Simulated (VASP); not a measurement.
# PbS (Pnma) in VASP: further runs, part 2 of 2

VASP 6.6.1. Earlier steps stand in the parts before.

## (3) Relaxation of cell and atoms, PBE+D3(BJ)

This run uses another cell than the first one, of 26.68 Å³/atom.

The input, INCAR:

```
SYSTEM = PbS
  PREC = Accurate
  ENCUT = 600
  EDIFF = 1E-6
  ISMEAR = -1
  SIGMA = 0.02
  LREAL = .FALSE.
  LASPH = .TRUE.
  NELM = 60
  ALGO = Normal
  ISIF = 3
  LWAVE = .FALSE.
  LCHARG = .FALSE.
  GGA = PE
  IVDW = 12
  IBRION = 2
  NSW = 80
  EDIFFG = -0.005
```

The input, KPOINTS:

```
regular mesh
0
G
  4 6 4
  0 0 0
```

The input, POSCAR:

```
PbS
1.0
    8.4331939300      0.0000000000      0.0000000000
    0.0000000000      4.2305071600      0.0000000000
    0.0000000000      0.0000000000      5.9824948000
Pb S
4 4
Direct
    0.1237649400      0.7500000000      0.7500887600
    0.6237649400      0.7500000000      0.7499112400
    0.8762350600      0.2500000000      0.2499112400
    0.3762350600      0.2500000000      0.2500887600
    0.8747563400      0.2500000000      0.7509490300
    0.3747563400      0.2500000000      0.7490509700
    0.1252436600      0.7500000000      0.2490509700
    0.6252436600      0.7500000000      0.2509490300
```

Potentials or basis: VASP PAW PBE potentials, release 64 (Pb_d, S).

Run with:

```
$ cat potpaw_PBE.64/Pb_d/POTCAR potpaw_PBE.64/S/POTCAR > POTCAR
$ mpirun -np 1 vasp_std > vasp.out
```

OUTCAR:

```text
SYSTEM = PbS
   PREC = Accurate
   ENCUT = 600
   EDIFF = 1E-6
   ISMEAR = -1
   LREAL = .FALSE.
   LASPH = .TRUE.
   NELM = 60
   ISIF = 3
   GGA = PE
   IVDW = 12
   IBRION = 2
   NSW = 80
   EDIFFG = -0.005
 IVDW          = 12

 ion  position               nearest neighbor table
   1  0.124  0.750  0.750-   5 2.98   5 2.98   7 2.99   6 2.99   6 2.99   7 3.00
   2  0.624  0.750  0.750-   6 2.98   6 2.98   8 2.99   5 2.99   5 2.99   8 3.00
   3  0.876  0.250  0.250-   7 2.98   7 2.98   5 2.99   8 2.99   8 2.99   5 3.00
   4  0.376  0.250  0.250-   8 2.98   8 2.98   6 2.99   7 2.99   7 2.99   6 3.00
   5  0.875  0.250  0.751-   1 2.98   1 2.98   3 2.99   2 2.99   2 2.99   3 3.00
   6  0.375  0.250  0.749-   2 2.98   2 2.98   4 2.99   1 2.99   1 2.99   4 3.00
   7  0.125  0.750  0.249-   3 2.98   3 2.98   1 2.99   4 2.99   4 2.99   1 3.00
   8  0.625  0.750  0.251-   4 2.98   4 2.98   2 2.99   3 2.99   3 2.99   2 3.00

  LATTYP: Found a simple orthorhombic cell.
 ALAT       =     4.2305071600
 B/A-ratio  =     1.4141318224
 C/A-ratio  =     1.9934238641

  Lattice vectors:

 A1 = (   0.0000000000,   4.2305071600,   0.0000000000)
 A2 = (   0.0000000000,   0.0000000000,   5.9824948000)
 A3 = (   8.4331939300,   0.0000000000,   0.0000000000)

Analysis of symmetry for initial positions (statically):
=====================================================================
 Subroutine PRICEL returns:
 Original cell was already a primitive cell.
[... 183 lines left out ...]
  free energy    TOTEN  =       -35.04676897 eV

  energy without entropy =      -35.04676832  energy(sigma->0) =      -35.04676864

------------------------ aborting loop because EDIFF is reached ----------------------------------------

 Edisp (eV)   -2.71515

 E8    (eV) :    -1.2233
[... 123 lines left out ...]
  FREE ENERGIE OF THE ION-ELECTRON SYSTEM (eV)
  ---------------------------------------------------
  free  energy   TOTEN  =       -37.7777602565 eV

  energy  without entropy=      -37.7777569394  energy(sigma->0) =      -37.77775860

[... ionic steps 4 to 9 ...]

--------------------------------------- Ionic step       10  -------------------------------------------

 number of electron      79.9999997 magnetization

------------------------ aborting loop because EDIFF is reached ----------------------------------------
[... 87 lines left out ...]
--------------------------------------- Ionic step       12  -------------------------------------------

 number of electron      79.9999997 magnetization

 Free energy of the ion-electron system (eV)
  ---------------------------------------------------
  ext. energy  EPLUGINS =         0.00000000
  ---------------------------------------------------
  free energy    TOTEN  =       -35.00520704 eV

  energy without entropy =      -35.00520372  energy(sigma->0) =      -35.00520538

 E-fermi :   5.9857     XC(G=0):  -9.6739

 val. band max:        5.8012809215   @ k =   0.0000   0.5000   0.5000
 cond. band min:       6.1703083627   @ k =   0.0000   0.0000   0.5000
 fundamental gap:      0.3690274412
 Fermi energy:         5.9856645294

 k-point     1 :       0.0000    0.0000    0.0000
  band No.  band energies     occupation
      1     -11.1577      2.00000
      2     -11.0528      2.00000
      3     -11.0527      2.00000
      4     -11.0431      2.00000
      5     -11.0209      2.00000
      6     -11.0204      2.00000
[... 1213 lines left out ...]
     47       9.6126      0.00000
     48       9.6126      0.00000

 [... further k-points ...]

------------------------ aborting loop because EDIFF is reached ----------------------------------------

 Edisp (eV)   -2.77297

 E8    (eV) :    -1.2486
[... 31 lines left out ...]
  FREE ENERGIE OF THE ION-ELECTRON SYSTEM (eV)
  ---------------------------------------------------
  free  energy   TOTEN  =       -37.7781729367 eV

  energy  without entropy=      -37.7781696121  energy(sigma->0) =      -37.77817127

 reached required accuracy - stopping structural energy minimisation
```

CONTCAR:

```text
PbS
   1.00000000000000
     8.3829670617107475    0.0000000000000000    0.0000000000000000
     0.0000000000000000    4.1919075837771596   -0.0000000000000000
     0.0000000000000000   -0.0000000000000000    5.9483373947181333
  Pb              S
     4     4
Direct
     0.1247778899193189    0.7500000000000000    0.7498252519550025
     0.6247778899193189    0.7500000000000000    0.7501747480449975
     0.8752221100806811    0.2500000000000000    0.2501747480449974
     0.3752221100806811    0.2500000000000000    0.2498252519550025
     0.8746582999554224    0.2500000000000000    0.7500654239339134
     0.3746582999554227    0.2500000000000000    0.7499345760660866
     0.1253417000445775    0.7500000000000000    0.2499345760660865
     0.6253417000445776    0.7500000000000000    0.2500654239339136

  0.00000000E+00  0.00000000E+00  0.00000000E+00
  0.00000000E+00  0.00000000E+00  0.00000000E+00
  0.00000000E+00  0.00000000E+00  0.00000000E+00
  0.00000000E+00  0.00000000E+00  0.00000000E+00
  0.00000000E+00  0.00000000E+00  0.00000000E+00
  0.00000000E+00  0.00000000E+00  0.00000000E+00
  0.00000000E+00  0.00000000E+00  0.00000000E+00
  0.00000000E+00  0.00000000E+00  0.00000000E+00
```

It took 50 min on 1 thread of Oxide Virtual Turin-like, shared host; peak memory 0.55 GiB.

Results:

```yaml
Free_energy: -37.7782 eV
Relaxed_volume: 26.13 Å³/atom
Relaxed_cell: a = 8.383 Å, b = 4.192 Å, c = 5.948 Å, α = 90.00°, β = 90.00°, γ = 90.00°
Space_group_after_relaxing_to_0.1_Å: Fm-3m (No. 225)
Energy_gained_by_relaxing: 2.0 meV/atom
Ionic_steps: 12
Pressure_after_relaxing: 0.0 GPa
Band_gap_on_the_k_mesh: 0.37 eV
Dispersion_energy_per_atom: -0.347 eV
```

Forces in eV/Å, atoms in the order of the input:
```
Pb   0.001  0.000  0.002
Pb   0.001  0.000 -0.002
Pb  -0.001  0.000 -0.002
Pb  -0.001  0.000  0.002
S    0.002  0.000  0.000
S    0.002  0.000  0.000
S   -0.002  0.000  0.000
S   -0.002  0.000  0.000
```

Step by step:
| step | energy change (eV) | largest force (eV/Å) | pressure (GPa) | volume (Å³) |
| --- | --- | --- | --- | --- |
| 1 | 0.0000 | 0.0121 | -1.14 | 213.44 |
| 2 | -0.0140 | 0.0141 | 0.42 | 207.62 |
| 3 | -0.0158 | 0.0144 | 0.00 | 209.09 |
| 4 | -0.0158 | 0.0137 | 0.02 | 209.00 |
| 5 | -0.0159 | 0.0129 | 0.02 | 209.01 |
| 6 | -0.0160 | 0.0103 | 0.02 | 209.03 |
| 7 | -0.0161 | 0.0090 | 0.00 | 209.11 |
| 8 | -0.0161 | 0.0075 | -0.03 | 209.20 |
| 9 | -0.0162 | 0.0065 | -0.01 | 209.12 |
| 10 | -0.0162 | 0.0054 | 0.02 | 209.01 |
| 11 | -0.0162 | 0.0044 | 0.02 | 209.01 |
| 12 | -0.0163 | 0.0022 | 0.02 | 209.03 |

Final structure:
```
Pb S
1.0
     8.38297    0.00000    0.00000
     0.00000    4.19191    0.00000
     0.00000    0.00000    5.94834
Pb S
4 4
Cartesian
  1.0460 3.1439 4.4602
  5.2375 3.1439 4.4623
  7.3370 1.0480 1.4881
  3.1455 1.0480 1.4860
  7.3322 1.0480 4.4616
  3.1407 1.0480 4.4609
  1.0507 3.1439 1.4867
  5.2422 3.1439 1.4875
```

Caveat: spin-orbit coupling is left out, which moves the levels of the heavy elements.
